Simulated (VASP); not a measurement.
Wanted: the native input for a VASP 6.6.1 run.

| Item | Value |
| --- | --- |
| Task | single point |
| Functional | LDA |
| Potentials or basis | VASP PAW LDA potentials, release 64 (Zr_sv) |
| Cutoff | 500 eV |
| k mesh | 11 × 11 × 11 |
| Occupations | fermi-dirac, width 0.05 eV |
| Spin | no spin polarisation |
| Dipole correction | no |
| Further INCAR settings | ALGO = Normal; EDIFF = 1e-06; NBANDS = 19 |

The structure of Zr lies in POSCAR:

```
Zr
1.0
    0.0000000000      2.6930799669      2.6930799669
    2.6930799669      0.0000000000      2.6930799669
    2.6930799669      2.6930799669      0.0000000000
Zr
2
Direct
    1.0000000000      1.0000000000      1.0000000000
    0.2500000000      0.2500000000      0.2500000000
```

This isn't the form of Zr at room conditions, which is hcp.

One way to write it, as run:

INCAR

```
SYSTEM = Zr
  ALGO = Normal
  EDIFF = 1E-6
  ENCUT = 500
  GGA = CA
  GGA_COMPAT = .FALSE.
  ISIF = 2
  ISMEAR = -1
  LASPH = .TRUE.
  LCHARG = .FALSE.
  LREAL = .FALSE.
  LWAVE = .FALSE.
  NBANDS = 19
  NELM = 120
  PREC = Accurate
  SIGMA = 0.05
```

KPOINTS

```
k-points
0
G
  11 11 11
  0 0 0
```

Potentials or basis: VASP PAW LDA potentials, release 64 (Zr_sv).

The run is started by

```console
$ cat potpaw_LDA.64/Zr_sv/POTCAR > POTCAR
$ mpirun -np 1 vasp_std > vasp.out
```

Results of the run:

```json
{"Pressure": "31.0 GPa", "Band gap on the k mesh": "zero (bands 12 and 13 overlap by 1.60 eV)"}
```

Caveat: the cell stands under pressure.

Run time: 13 s on 1 thread of Intel(R) Xeon(R) 6975P-C (Granite Rapids) (shared host), peak memory 0.15 GiB.
